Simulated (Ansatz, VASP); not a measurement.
Two plane-wave programs on Sn

Contents of INCAR:

```
SYSTEM = Sn
PREC     = Accurate       ! precision mode
ENCUT    = 520            ! plane-wave cutoff, eV
EDIFF    = 1E-6           ! SCF threshold, eV
ISMEAR   = 0              ! smearing method
SIGMA    = 0.1            ! smearing width, eV
LREAL    = .FALSE.        ! projectors in reciprocal space
LASPH    = .TRUE.         ! aspherical terms in the spheres
NELM     = 100            ! most SCF steps
ALGO     = Normal         ! electronic algorithm
ISIF     = 2              ! what is computed and relaxed
LWAVE    = .FALSE.        ! write WAVECAR
LCHARG   = .FALSE.        ! write CHGCAR
GGA      = PE             ! functional
NBANDS   = 36             ! bands
```

File KPOINTS:

```
Automatic mesh
0
G
  6 6 4
  0 0 0
```

File POSCAR:

```
Sn
1.0
    4.4251572312      0.0000000000      0.0000000000
   -2.2125786156      3.8322985779      0.0000000000
    0.0000000000      0.0000000000      7.3052302571
Sn
4
Direct
    0.6666666667      0.3333333333      0.0629012500
    0.3333333333      0.6666666667      0.5629012500
    0.6666666667      0.3333333333      0.4370987500
    0.3333333333      0.6666666667      0.9370987500
```

Input for Ansatz:

```yaml
crystal:
  lattice:
    - [4.4251572312, 0.0, 0.0]
    - [-2.2125786156, 3.8322985779, 0.0]
    - [0.0, 0.0, 7.3052302571]
  atoms:
    - { symbol: Sn, position: [0.6666666667, 0.3333333333, 0.06290125] }
    - { symbol: Sn, position: [0.3333333333, 0.6666666667, 0.56290125] }
    - { symbol: Sn, position: [0.6666666667, 0.3333333333, 0.43709875] }
    - { symbol: Sn, position: [0.3333333333, 0.6666666667, 0.93709875] }
basis:
  ecutwfc: 420
kpoints:
  mp_grid: { grid: [6, 6, 4] }
hamiltonian:
  xc: pbe
scf:
  occupations: { method: gaussian, width: 0.1 }
output:
  forces: true
  stress: true
  eigenvalues: true
```

Alike in both runs: task single point; functional PBE; k mesh 6 × 6 × 4; occupations gaussian, width 0.1 eV; no spin polarisation.

|  | VASP | Ansatz |
| --- | --- | --- |
| version | VASP 6.6.1 | Ansatz 0.2.0 |
| potentials or method | VASP PAW PBE potentials, release 64 (Sn_d), cutoff 520 eV | scalar-relativistic, plane waves, PAW |
| valence electrons in the cell | 56 | 56 |

VASP gave:

| Item | Value |
| --- | --- |
| gap on the k mesh at the Fermi level (eV) | none |
| pressure (GPa) | 9.3 |
| traceless stress, the component that is largest in VASP (GPa) | -0.54 |
| rms of the force components (eV/Å) | 0.043 |

Task: What did Ansatz give for the same quantities?

Result: gap on the k mesh at the Fermi level (eV): none; pressure (GPa): 9.4; traceless stress, the component that is largest in VASP (GPa): -0.54; rms of the force components (eV/Å): 0.043.

Atom by atom the forces differ by 0.000 eV/Å (rms over components). A gap of «none» marks a metal or a gap that the smearing closes.
